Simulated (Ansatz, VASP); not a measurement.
# YF: VASP beside Ansatz

```
CELL_PARAMETERS angstrom
3.71300 0.00000 0.00000
-1.85650 3.21555 0.00000
0.00000 0.00000 6.10905
ATOMIC_POSITIONS crystal
Y 0.33333 0.66667 0.37313
Y 0.66667 0.33333 0.87313
F 0.33333 0.66667 0.00000
F 0.66667 0.33333 0.50000
```

Alike in both runs: task single point; functional PBE; k mesh 6 × 6 × 4; occupations gaussian, width 0.1 eV; collinear spin.

```csv
,VASP,Ansatz
version,VASP 6.6.1,Ansatz 0.2.0
potentials or method,"VASP PAW PBE potentials, release 64 (Y_sv, F), cutoff 520 eV","scalar-relativistic, plane waves, PAW"
valence electrons in the cell,36,36
```

VASP gave:

```
gap on the k mesh at the Fermi level (eV)                     : none
pressure (GPa)                                                : 11.2
traceless stress, the component that is largest in VASP (GPa) : -1.05
rms of the force components (eV/Å)                            : 0.032
net moment per atom (μB)                                      : 0.00
```

Task: Estimate Ansatz's values.

Result: gap on the k mesh at the Fermi level (eV): none; pressure (GPa): 11.4; traceless stress, the component that is largest in VASP (GPa): -1.05; rms of the force components (eV/Å): 0.031; net moment per atom (μB): 0.00.

Atom by atom the forces differ by 0.001 eV/Å (rms over components). A gap of «none» marks a metal or a gap that the smearing closes. Ansatz's warnings: seeded moment not kept.
